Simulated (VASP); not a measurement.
Wanted: the native input for a VASP 6.6.1 run.

* Task: single point
* Functional: r2SCAN
* Potentials or basis: VASP PAW PBE potentials, release 64 (Li_sv, H)
* Cutoff: 520 eV
* k mesh: 10 × 10 × 10
* Occupations: gaussian, width 0.01 eV
* Spin: no spin polarisation
* Dipole correction: no
* Further INCAR settings: ALGO = Normal; EDIFF = 1e-07; NBANDS = 9

The system is LiH.

```
Li H
1.0
     2.50166    0.00000    0.00000
     0.00000    2.50166    0.00000
     0.00000    0.00000    2.50166
Li H
1 1
Direct
  0.00000 0.00000 0.00000
  0.50000 0.50000 0.50000
```

One way to write it, as run:

POSCAR

```
LiH
1.0
    2.5016587116      0.0000000000      0.0000000000
    0.0000000000      2.5016587116      0.0000000000
    0.0000000000      0.0000000000      2.5016587116
Li H
1 1
Direct
    0.0000000000      0.0000000000      0.0000000000
    0.5000000000      0.5000000000      0.5000000000
```

INCAR.step1

```
ALGO = Normal ; EDIFF = 1E-4
ENCUT = 520 ; GGA = PE
ISMEAR = 0 ; LASPH = T
LCHARG = F ; LREAL = F
LWAVE = T ; NBANDS = 9
NELM = 100 ; PREC = Accurate
SIGMA = 0.01
```

INCAR.step2

```
ALGO = Normal ; EDIFF = 1E-7
ENCUT = 520 ; ISIF = 2
ISMEAR = 0 ; ISTART = 1
LASPH = T ; LCHARG = F
LMIXTAU = T ; LREAL = F
LWAVE = F ; METAGGA = R2SCAN
NBANDS = 9 ; NELM = 100
PREC = Accurate ; SIGMA = 0.01
```

KPOINTS

```
k-points
0
Gamma
  10 10 10
```

Potentials or basis: VASP PAW PBE potentials, release 64 (Li_sv, H).

The run is started by

```bash
$ cat potpaw_PBE.64/Li_sv/POTCAR potpaw_PBE.64/H/POTCAR > POTCAR
$ cp INCAR.step1 INCAR
$ mpirun -np 1 vasp_std > vasp.out
$ cp INCAR.step2 INCAR
$ mpirun -np 1 vasp_std > vasp.out
```

It gave:

| Property | Result |
| --- | --- |
| Band gap on the k mesh | 1.30 eV, indirect (least direct gap 4.89 eV) |

It took 21 s on 1 thread of Intel Xeon 6975P-C (shared host), peak memory 0.12 GiB.
